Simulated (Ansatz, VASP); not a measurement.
## Two plane-wave programs on Ag

POSCAR

```
Ag
1.0
    2.9685570532      0.0000000000      0.0000000000
   -1.4842785266      2.5708458207      0.0000000000
    0.0000000000      0.0000000000      4.8530335443
Ag
2
Direct
    0.6666666667      0.3333333333      0.7500000000
    0.3333333333      0.6666666667      0.2500000000
```

INCAR.step1

```
ALGO = Normal ; EDIFF = 1E-5
ENCUT = 520 ; GGA = PE
ISIF = 2 ; ISMEAR = -1
LASPH = T ; LREAL = F
LWAVE = T ; NBANDS = 18
NELM = 80 ; PREC = Accurate
SIGMA = 0.05
```

The input INCAR.step2:

```
AEXX = 0.25 ; ALGO = Normal
EDIFF = 1E-6 ; ENCUT = 520
GGA = PE ; ISIF = 2
ISMEAR = -1 ; ISTART = 1
LASPH = T ; LCHARG = T
LELF = T ; LHFCALC = T
LREAL = F ; LVHAR = T
LWAVE = F ; NBANDS = 18
NELM = 80 ; PREC = Accurate
PRECFOCK = Normal ; SIGMA = 0.05
```

File KPOINTS:

```
k-points
0
Gamma
  6 6 4
```

Contents of input.yaml:

```yaml
crystal:
  lattice:
    - [2.9685570532, 0.0, 0.0]
    - [-1.4842785266, 2.5708458207, 0.0]
    - [0.0, 0.0, 4.8530335443]
  atoms:
    - { symbol: Ag, position: [0.6666666667, 0.3333333333, 0.75] }
    - { symbol: Ag, position: [0.3333333333, 0.6666666667, 0.25] }
hamiltonian:
  xc: pbe0
  pseudopotentials: { kind: paw }
kpoints:
  mp_grid: { grid: [6, 6, 4] }
scf:
  occupations: { method: fermi_dirac, width: 0.05 }
output:
  forces: true
  stress: true
  eigenvalues: true
  write_density: true
  write_potential: true
  elf: true
  volumetric_format: npy
```

Alike in both runs: task single point; functional PBE0; k mesh 6 × 6 × 4; occupations fermi-dirac, width 0.05 eV; no spin polarisation.

```csv
,VASP,Ansatz
version,VASP 6.6.1,Ansatz 0.2.0
potentials or method,"VASP PAW PBE potentials, release 64 (Ag)",Ansatz PAW
plane-wave cutoff (eV),520,420
valence electrons in the cell,22,38
```

Ansatz gave:

| Item | Value |
| --- | --- |
| gap on the k mesh at the Fermi level (eV) | none |
| traceless stress, the component that is largest in VASP (GPa) | -2.58 |

What did VASP give for the same quantities?

gap on the k mesh at the Fermi level (eV): none; traceless stress, the component that is largest in VASP (GPa): -2.60.

A gap of «none» marks a metal or a gap that the smearing closes. With one functional, cell and mesh, what is left measures potentials, basis and numerics. VASP's potentials hold 22 valence electrons a cell and Ansatz's 38, so a difference there can come from the potentials and not from the codes.

The k mesh is coarse, so the values compare programs but aren't converged.
